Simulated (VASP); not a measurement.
# Be (P6_3/mmc) in VASP: notebook, part 2 of 2

VASP 6.6.1. The steps go on from the part before.

## (3) Single point, LDA

INCAR reads:

```
SYSTEM = Be
ALGO = Normal ; EDIFF = 1E-7
ENCUT = 520 ; ISIF = 2
ISMEAR = 1 ; LASPH = .TRUE.
LCHARG = .TRUE. ; LELF = .TRUE.
LREAL = .FALSE. ; LVHAR = .TRUE.
LWAVE = .FALSE. ; NBANDS = 9
NELM = 100 ; PREC = Accurate
SIGMA = 1.0
```

KPOINTS reads:

```
k-points
0
G
  16 16 9
  0 0 0
```

POSCAR reads:

```
Be
1.0
    2.2295160349      0.0000000000      0.0000000000
   -1.1147580175      1.9308175243      0.0000000000
    0.0000000000      0.0000000000      3.5083258361
Be
2
Direct
    0.3333333333      0.6666666667      0.2500000000
    0.6666666667      0.3333333333      0.7500000000
```

Potentials or basis: VASP PAW LDA potentials, release 64 (Be).

The run is started by

```
$ cat potpaw_LDA.64/Be/POTCAR > POTCAR
$ mpirun -np 1 vasp_std > vasp.out
```

OUTCAR:

```text
SYSTEM = Be
   EDIFF = 1E-7
   ENCUT = 520
   ISIF = 2
   ISMEAR = 1
   LASPH = .TRUE.
   LREAL = .FALSE.
   NELM = 100
   PREC = Accurate

 ion  position               nearest neighbor table
   1  0.333  0.667  0.250-   2 2.18   2 2.18   2 2.18   2 2.18   2 2.18   2 2.18
   2  0.667  0.333  0.750-   1 2.18   1 2.18   1 2.18   1 2.18   1 2.18   1 2.18

  LATTYP: Found a hexagonal cell.
 ALAT       =     2.2295160349
 C/A-ratio  =     1.5735817914

  Lattice vectors:

 A1 = (   2.2295160349,   0.0000000000,   0.0000000000)
 A2 = (  -1.1147580175,   1.9308175243,   0.0000000000)
 A3 = (   0.0000000000,   0.0000000000,   3.5083258361)

Analysis of symmetry for initial positions (statically):
=====================================================================
 Subroutine PRICEL returns:
 Original cell was already a primitive cell.

 Routine SETGRP: Setting up the symmetry group for a
 hexagonal supercell.

 Subroutine GETGRP returns: Found 24 space group operations
 (whereof 12 operations were pure point group operations)
 out of a pool of 24 trial point group operations.

The static configuration has the point symmetry D_3d.
 The point group associated with its full space group is D_6h.

[... 164 lines left out ...]
 val. band max:        7.1729697386   @ k =   0.3125   0.0625   0.0000
 cond. band min:       7.4008429888   @ k =   0.3125   0.3125   0.4444
 fundamental gap:      0.2278732503
 Fermi energy:         7.2083588654

 k-point     1 :       0.0000    0.0000    0.0000
  band No.  band energies     occupation
      1      -4.3016      2.00000
      2       2.5476      2.00000
      3       8.5488     -0.06741
      4      23.4468     -0.00000
      5      23.4468     -0.00000
      6      26.3775     -0.00000
      7      26.3775     -0.00000
      8      28.4990      0.00000
      9      35.1399      0.00000
[... 265 lines left out ...]
 k-point    24 :       0.2500    0.1875    0.0000
  band No.  band energies     occupation
      1      -0.1243      2.00000
      2       8.0533     -0.00135
      3       8.1609     -0.03896
      4      11.1267     -0.00000
      5      15.1642     -0.00000
      6      19.3435     -0.00000
      7      22.4787     -0.00000
      8      23.5381     -0.00000
      9      24.7700     -0.00000

 [... further k-points ...]
[... 5 lines left out ...]
  --------------------------------------------------------------------------------------
  -------------------------------------------------------------------------------------
  Total        0.0076261      0.0076261      0.0164605     -0.0000000      0.0000000      0.0000000
  in kB        0.8090248      0.8090248      1.7462297     -0.0000000      0.0000000      0.0000000
  external PRESSURE =       1.1214264 kB  Pullay stress =       0.0000000 kB

 VOLUME and BASIS-vectors are now :
 -----------------------------------------------------------------------------
  energy-cutoff  :      520.00
  volume of cell :       15.10
      direct lattice vectors                 reciprocal lattice vectors
     2.229516035  0.000000000  0.000000000     0.448527835  0.258957666  0.000000000
    -1.114758018  1.930817524  0.000000000     0.000000000  0.517915332  0.000000000
     0.000000000  0.000000000  3.508325836     0.000000000  0.000000000  0.285036239

 POSITION                                       TOTAL-FORCE (eV/Angst)
 -----------------------------------------------------------------------------------
     -0.00000      1.28721      0.87708        -0.000000      0.000000      0.000000
      1.11476      0.64361      2.63124         0.000000     -0.000000      0.000000
 -----------------------------------------------------------------------------------
    total drift:                                0.000000     -0.000000      0.000000

  FREE ENERGIE OF THE ION-ELECTRON SYSTEM (eV)
  ---------------------------------------------------
  free  energy   TOTEN  =        -8.4135399716 eV

  energy  without entropy=       -8.4493755680  energy(sigma->0) =       -8.42548517
```

OSZICAR:

```text
N       E                     dE             d eps       ncg     rms          rms(c)
DAV:   1    -0.428884082866E+01   -0.42888E+01   -0.18423E+03  2764   0.368E+02
DAV:   2    -0.842166723306E+01   -0.41328E+01   -0.40211E+01  3923   0.463E+01
DAV:   3    -0.847092896452E+01   -0.49262E-01   -0.48393E-01  3006   0.343E+00
DAV:   4    -0.847098809670E+01   -0.59132E-04   -0.59130E-04  3235   0.979E-02
DAV:   5    -0.847098810228E+01   -0.55834E-08   -0.56407E-08  2977   0.124E-03    0.128E+00
DAV:   6    -0.843161372917E+01    0.39374E-01   -0.26633E-03  2997   0.338E-01    0.772E-01
DAV:   7    -0.841354916995E+01    0.18065E-01   -0.43567E-03  3177   0.423E-01    0.203E-02
DAV:   8    -0.841354104835E+01    0.81216E-05   -0.12689E-05  2956   0.279E-02    0.539E-03
DAV:   9    -0.841353997871E+01    0.10696E-05   -0.56050E-07  3236   0.571E-03    0.589E-04
DAV:  10    -0.841353997156E+01    0.71451E-08   -0.11950E-09  1713   0.281E-04
   1 F= -.84135400E+01 E0= -.84254852E+01  d E =0.358356E-01
```

stdout:

```text
POSCAR found type information on POSCAR Be
 POSCAR found :  1 types and       2 ions
 scaLAPACK will be used
 LDA part: xc-table for (Slater(with rela. corr.)+CA(PZ))
 , standard interpolation
 POSCAR, INCAR and KPOINTS ok, starting setup
 FFT: planning ... GRIDC
 FFT: planning ... GRID_SOFT
 FFT: planning ... GRID
 WAVECAR not read
 entering main loop
```

Wall time 13 s (1 thread of Intel Xeon Platinum 8259CL at 2.50GHz (Skylake/Cascade Lake), shared host); peak memory 0.12 GiB.

Results:

* Free energy: -8.4135 eV
* Pressure: 0.1 GPa
* Band gap on the k mesh: zero (band 2 reaches 8.05 eV, above the bottom of band 3 at 6.47 eV)

## (4) Single point, LDA

INCAR reads:

```
PREC = Accurate
ENCUT = 520
EDIFF = 1E-6
ISMEAR = -1
SIGMA = 0.1
LREAL = False
LASPH = True
NELM = 60
ALGO = Normal
ISIF = 2
LWAVE = False
LCHARG = False
NBANDS = 9
```

KPOINTS reads:

```
regular mesh
0
Gamma
  17 17 10
```

POSCAR is that of step 3.

The run is started by

```
$ cat potpaw_LDA.64/Be/POTCAR > POTCAR
$ mpirun -np 1 vasp_std > vasp.out
```

It took 14 s on 1 thread of Intel Xeon Platinum 8259CL at 2.50GHz (Skylake/Cascade Lake), shared host; peak memory 0.13 GiB.

Results (log left out):

```yaml
Free_energy: -8.4176 eV
Pressure: 0.5 GPa
Band_gap_on_the_k_mesh: zero (band 2 reaches 8.17 eV, above the bottom of band 3 at 6.85 eV)
```

Stress tensor (GPa, compression positive):
```
0.52 0.00 0.00
0.00 0.52 0.00
0.00 0.00 0.39
```

Levels at points of the mesh, in eV from the Fermi level:
| k point | band 1 | band 2 | band 3 | band 4 | band 5 | band 6 |
| --- | --- | --- | --- | --- | --- | --- |
| (0.00, 0.00, 0.00) | -11.41 | -4.56 | 1.44 | 16.34 | 16.34 | 19.27 |
| (0.00, 0.00, 0.50) | -9.25 | -9.25 | 11.11 | 11.11 | 18.02 | 18.02 |

## (5) The runs side by side

```tsv
k mesh	smearing	gap on the mesh (eV)	pressure (GPa)
16 × 16 × 9	methfessel-paxton 0.3 eV	none	0.4
16 × 16 × 9	methfessel-paxton 1 eV	none	0.1
17 × 17 × 10	fermi-dirac 0.1 eV	none	0.5
```

Alike in all rows: task single point; level LDA; potentials or basis VASP PAW LDA potentials, release 64 (Be); no spin polarisation; cell as given; cutoff (eV) 520.

Every run on the cell as given and a fine mesh finds a metal.

Absolute energies hang on the potentials; compare differences alone.
